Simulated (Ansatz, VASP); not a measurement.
**Ti in VASP and in Ansatz**

```
CELL_PARAMETERS angstrom
2.95000 0.00000 0.00000
-1.47500 2.55477 0.00000
0.00000 0.00000 4.68600
ATOMIC_POSITIONS crystal
Ti 0.42140 0.84281 0.25000
Ti 0.66667 0.33333 0.75000
```

Alike in both runs: task single point; functional PBEsol; k mesh 18 × 18 × 10; occupations gaussian, width 0.15 eV; no spin polarisation.

|  | VASP | Ansatz |
| --- | --- | --- |
| version | VASP 6.6.1 | Ansatz 0.2.0 |
| potentials or method | VASP PAW PBE potentials, release 64 (Ti_sv), cutoff 520 eV | scalar-relativistic, plane waves, PAW |
| valence electrons in the cell | 24 | 24 |

```tsv
	VASP	Ansatz	Ansatz less VASP
gap on the k mesh at the Fermi level (eV)	none	none	-
pressure (GPa)	-6.9	-6.7	+0.22
traceless stress, the component that is largest in VASP (GPa)	-5.30	-5.33	-0.035
rms of the force components (eV/Å)	0.294	0.294	-0.0008
```

VASP's potentials were made for PBE, not for PBEsol. Atom by atom the forces differ by 0.001 eV/Å (rms over components). A gap of «none» marks a metal or a gap that the smearing closes.
